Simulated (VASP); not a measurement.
Runs of VASP 6.6.1 on MgS5. The structure is that of space group P-6m2 (No. 187), or close to it. The cells are those of the table. 

```tsv
task	cell	k mesh	cutoff (eV)	gap on the mesh (eV)	pressure (GPa)	relaxed volume (Å³/atom)	largest force (eV/Å)
single point	a = 3.208, b = 3.208, c = 14.549 Å, angles 90.0, 90.0, 120.0°, 6 atoms	6 × 6 × 1	520	none	-0.1	-	0.03
relaxation of cell and atoms	relaxed from a = 3.208, b = 3.208, c = 14.549 Å, angles 90.0, 90.0, 120.0°, 6 atoms	6 × 6 × 2	600	none	-0.1	-	0.03
relaxation of cell and atoms	relaxed from a = 3.207, b = 3.207, c = 14.489 Å, angles 90.0, 90.0, 120.0°, 6 atoms	12 × 12 × 4	600	none	0.0	20.73	-
single point	a = 3.382, b = 3.382, c = 17.091 Å, angles 90.0, 90.0, 120.0°, 6 atoms	6 × 6 × 1	520	none	-11.0	-	0.88
relaxation of cell and atoms	relaxed from a = 3.382, b = 3.382, c = 17.091 Å, angles 90.0, 90.0, 120.0°, 6 atoms	6 × 6 × 1	600	none	0.0	(a)	0.01
single point	a = 3.215, b = 3.215, c = 13.956 Å, angles 90.0, 90.0, 120.0°, 6 atoms	12 × 12 × 4	520	none	-0.2	-	0.02
single point	a = 3.207, b = 3.207, c = 14.489 Å, angles 90.0, 90.0, 120.0°, 6 atoms	6 × 6 × 2	520	none	-0.2	-	0.02
```

Alike in all rows: level PBE; potentials or basis VASP PAW PBE potentials, release 64 (Mg, S); no spin polarisation; smearing gaussian 0.1 eV.

Question: Estimate the missing entries.

Answer: (a) 24.48.

Caveats: some runs use coarse meshes; the relaxation stopped at its first step, so nothing moved (some runs).

A gap of «none» marks levels without a gap at the run's occupations.
